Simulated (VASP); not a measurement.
## ZnS: electric field gradients with PBEsol

ZnS:

```
CELL_PARAMETERS angstrom
0.00000 2.71364 2.71364
2.71364 0.00000 2.71364
2.71364 2.71364 0.00000
ATOMIC_POSITIONS crystal
Zn 0.00000 0.00000 0.00000
S 0.75000 0.75000 0.75000
```

This cell differs from its parent crystal: volume scaled by 1.01.

```
Program                : VASP 6.6.1
Task                   : electric field gradients
Functional             : PBEsol
Potentials or basis    : VASP PAW PBE potentials, release 64 (Zn, S)
Cutoff                 : 520 eV
k mesh                 : 9 × 9 × 9
Occupations            : fermi-dirac, width 0.01 eV
Spin                   : no spin polarisation
Dipole correction      : no
Further INCAR settings : ALGO = Normal; EDIFF = 1e-08; NBANDS = 16
```

The pressure is -2.7 GPa and the band gap on the k mesh is 1.92 eV, direct.

Levels at points of the mesh, in eV from the valence-band top:
| k point | band 6 | band 7 | band 8 | band 9 | band 10 | band 11 | band 12 | band 13 |
| --- | --- | --- | --- | --- | --- | --- | --- | --- |
| (0.00, 0.00, 0.00) | -5.83 | 0.00 | 0.00 | 0.00 | 1.92 | 6.32 | 6.32 | 6.32 |

It took 45 s on 1 thread of Intel Xeon 6975P-C, with other jobs on the host, peak memory 0.18 GiB.

Caveat: without QUAD_EFG the Cq values of the log hold for a quadrupole moment of 1 mb, not for the nuclei; the PAW data sets were made with another functional, which shifts forces and pressure a little.
